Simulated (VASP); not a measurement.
Rh:

```xyz
1
Lattice="0.0000 1.9228 1.9228 1.9228 0.0000 1.9228 1.9228 1.9228 0.0000" Properties=species:S:1:pos:R:3 pbc="T T T"
Rh    0.0000    0.0000    0.0000
```

This cell differs from its parent crystal: volume scaled by 1.04.

Base run:

* Program: VASP 6.6.1
* Functional: PBEsol
* Potentials or basis: VASP PAW PBE potentials, release 64 (Rh_pv)
* Cutoff: 520 eV
* k mesh: 12 × 12 × 12
* Occupations: fermi-dirac, width 0.05 eV
* Spin: no spin polarisation

Its results: pressure -13.6 GPa.

After a change of settings the same cell gave: pressure -8.3 GPa. Which change was it?
A. functional from PBEsol to PBE; further incar settings from ALGO = Normal; EDIFF = 1e-07; NBANDS = 14 to ALGO = Normal; EDIFF = 1e-06; NBANDS = 14
B. functional from PBEsol to revPBE
C. functional from PBEsol to r2SCAN

C.

Caveats: the PAW data sets were made with another functional, which shifts forces and pressure a little.
